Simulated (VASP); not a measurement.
Runs of VASP 6.6.1 on K2Ta2SbO4 (a cell with a defect). The cell holds a defect, 9 atoms: a = 7.971 Å, b = 3.985 Å, c = 3.985 Å, α = 90.00°, β = 90.00°, γ = 90.00°. 

```csv
level,mended,gap on the mesh (eV),pressure (GPa),moment (μB),largest force (eV/Å)
PBEsol,yes,-,(a),0.99,27.42
revPBE,-,0.57,71.2,0.99,27.75
PBEsol,-,-,63.7,1.00,29.17
PBEsol+D4,-,0.48,60.3,0.99,27.47
revPBE,yes,-,71.2,1.00,27.72
PBEsol+D4,yes,-,60.4,0.99,27.43
RPBE,-,(b),72.3,1.00,27.77
RPBE,yes,-,72.3,1.00,27.74
```

Alike in all rows: task single point; potentials or basis VASP PAW PBE potentials, release 64 (K_sv, Ta_pv, O, Sb); spin collinear; cell as given; k mesh 1 × 1 × 1, shifted; cutoff (eV) 520; smearing fermi-dirac 0.05 eV.

Problem. Estimate the missing entries.

Solution. (a) 61.8; (b) 0.58.

Caveats: some runs use coarse meshes; atoms lie so close that the PAW spheres overlap strongly, which falsifies energies and pressures; the PAW data sets were made with another functional, which shifts forces and pressure a little; spin-orbit coupling is left out, which moves the levels of the heavy elements.

A k mesh can miss the band edges, and the runs leave out spin-orbit coupling on Sb, Ta.
